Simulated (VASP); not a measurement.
**TaSi2: relaxation of cell and atoms with PBE**

The system is TaSi2.

```
Ta Si
1.0
     4.78000    0.00000    0.00000
    -2.39000    4.13960    0.00000
     0.00000    0.00000    6.56400
Ta Si
3 6
Direct
  0.50000 0.00000 0.50000
  0.50000 0.50000 0.83333
  0.00000 0.50000 0.16667
  0.16665 0.33330 0.50000
  0.83335 0.16665 0.83333
  0.66670 0.83335 0.16667
  0.83335 0.66670 0.50000
  0.16665 0.83335 0.83333
  0.33330 0.16665 0.16667
```

* Program: VASP 6.6.1
* Task: relaxation of cell and atoms
* Functional: PBE
* Potentials or basis: VASP PAW PBE potentials, release 64 (Ta_pv, Si)
* Cutoff: 600 eV
* k mesh: 12 × 12 × 8
* Occupations: methfessel-paxton, width 0.1 eV
* Spin: no spin polarisation
* Dipole correction: no
* Further INCAR settings: ALGO = Normal; EDIFF = 1e-07; IBRION = 2; EDIFFG = -0.01; NSW = 80; ISIF = 3

The relaxed volume is 14.67 Å³/atom. The relaxed cell is a = 4.807 Å, b = 4.807 Å, c = 6.596 Å, α = 90.00°, β = 90.00°, γ = 120.00°, the space group after relaxing (to 0.05 Å) is P6_222 (No. 180) and the energy gained by relaxing is 20.6 meV/atom. The ionic steps are 7 and the pressure after relaxing is 0.0 GPa.

Forces on the atoms (eV/Å):
```
Ta   0.000  0.000  0.000
Ta   0.000  0.000  0.000
Ta   0.000  0.000  0.000
Si   0.000 -0.002  0.000
Si   0.002 -0.001  0.000
Si   0.002  0.001  0.000
Si   0.000  0.002  0.000
Si  -0.002  0.001  0.000
Si  -0.002 -0.001  0.000
```

Step by step:
```
step  energy change (eV)  largest force (eV/Å)  pressure (GPa)  volume (Å³)
   1              0.0000                0.8145            3.68       129.88
   2             -0.0781                0.2759           -5.53       136.20
   3             -0.1096                0.4564           -2.54       133.94
   4             -0.1837                0.0445           -0.28       132.17
   5             -0.1845                0.0078            0.00       131.98
   6             -0.1849                0.0074            0.06       131.99
   7             -0.1850                0.0022            0.05       131.99
```

Final structure:
```
Ta Si
1.0
     4.80684    0.00000    0.00000
    -2.40342    4.16285    0.00000
     0.00000    0.00000    6.59596
Ta Si
3 6
Direct
  0.50000 0.00000 0.50000
  0.50000 0.50000 0.83333
  0.00000 0.50000 0.16667
  0.15887 0.31773 0.50000
  0.84113 0.15887 0.83333
  0.68227 0.84113 0.16667
  0.84113 0.68227 0.50000
  0.15887 0.84113 0.83333
  0.31773 0.15887 0.16667
```

Levels at points of the mesh, in eV from the Fermi level:
| k point | band 26 | band 27 | band 28 | band 29 | band 30 | band 31 | band 32 | band 33 |
| --- | --- | --- | --- | --- | --- | --- | --- | --- |
| (0.00, 0.00, 0.00) | -2.44 | -2.16 | -2.16 | -1.49 | 0.74 | 2.94 | 2.94 | 3.34 |
| (0.50, 0.00, 0.00) | -1.07 | -0.73 | -0.08 | -0.05 | 0.86 | 1.15 | 1.52 | 1.92 |
| (0.00, 0.00, 0.50) | -2.04 | -1.79 | -1.79 | 1.13 | 1.13 | 2.53 | 2.53 | 3.36 |
| (0.50, 0.00, 0.50) | -2.01 | -1.83 | -0.68 | -0.28 | 1.52 | 1.91 | 2.48 | 2.51 |

It took 54 min on 1 thread of Intel(R) Xeon(R) Platinum 8259CL CPU @ 2.50GHz (Skylake/Cascade Lake), with other jobs on the host, peak memory 0.58 GiB.

Caveat: spin-orbit coupling is left out, which moves the levels of the heavy elements. PBE usually gives volumes a little too large and moduli too small.
